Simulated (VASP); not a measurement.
Set up this calculation in VASP 6.6.1, as the native input.

```yaml
Task: single point
Functional: r2SCAN
Potentials_or_basis: VASP PAW PBE potentials, release 64 (In_d, As)
Cutoff: 520 eV
k_mesh: 8 × 8 × 8
Occupations: fermi-dirac, width 0.02 eV
Spin: no spin polarisation
Dipole_correction: no
Further_INCAR_settings: ALGO = Normal; EDIFF = 1e-07; NBANDS = 16
```

The system is InAs.

```
In As
1.0
     0.00000    3.05459    3.05459
     3.05459    0.00000    3.05459
     3.05459    3.05459    0.00000
In As
1 1
Cartesian
  0.0000 0.0000 0.0000
  1.5273 1.5273 1.5273
```

The input as run:

POSCAR

```
InAs
1.0
    0.0000000000      3.0545904709      3.0545904709
    3.0545904709      0.0000000000      3.0545904709
    3.0545904709      3.0545904709      0.0000000000
In As
1 1
Direct
    0.0000000000      0.0000000000      0.0000000000
    0.2500000000      0.2500000000      0.2500000000
```

INCAR.step1

```
PREC     = Accurate       # precision mode
ENCUT    = 520            # plane-wave cutoff, eV
ISMEAR   = -1             # smearing method
SIGMA    = 0.02           # smearing width, eV
LREAL    = F              # projectors in reciprocal space
LASPH    = T              # aspherical terms in the spheres
NELM     = 60             # most SCF steps
NBANDS   = 16             # bands
GGA      = PE             # functional
ALGO     = Normal         # electronic algorithm
EDIFF    = 1E-4           # SCF threshold, eV
LWAVE    = T              # write WAVECAR
LCHARG   = F              # write CHGCAR
```

INCAR.step2

```
PREC     = Accurate       # precision mode
ENCUT    = 520            # plane-wave cutoff, eV
EDIFF    = 1E-7           # SCF threshold, eV
ISMEAR   = -1             # smearing method
SIGMA    = 0.02           # smearing width, eV
LREAL    = F              # projectors in reciprocal space
LASPH    = T              # aspherical terms in the spheres
NELM     = 60             # most SCF steps
ALGO     = Normal         # electronic algorithm
ISIF     = 2              # what is computed and relaxed
LWAVE    = F              # write WAVECAR
LCHARG   = T              # write CHGCAR
METAGGA  = R2SCAN         # meta-GGA
LMIXTAU  = T            
LELF     = T              # ELF
LVHAR    = T            
NBANDS   = 16             # bands
ISTART   = 1
```

KPOINTS

```
regular mesh
0
Gamma
  8 8 8
```

Potentials or basis: VASP PAW PBE potentials, release 64 (In_d, As).

The run is started by

```console
$ cat potpaw_PBE.64/In_d/POTCAR potpaw_PBE.64/As/POTCAR > POTCAR
$ cp INCAR.step1 INCAR
$ mpirun -np 1 vasp_std > vasp.out
$ cp INCAR.step2 INCAR
$ mpirun -np 1 vasp_std > vasp.out
```

Results of the run:

| Property | Result |
| --- | --- |
| Pressure | 0.0 GPa |
| Band gap on the k mesh | 0.08 eV, direct |

Caveat: the PAW data sets were made with another functional, which shifts forces and pressure a little; spin-orbit coupling is left out, which moves the levels of the heavy elements.

Run time: 96 s on 1 thread of Intel(R) Xeon(R) Platinum 8488C (Sapphire Rapids), with other jobs on the host, peak memory 0.2 GiB.
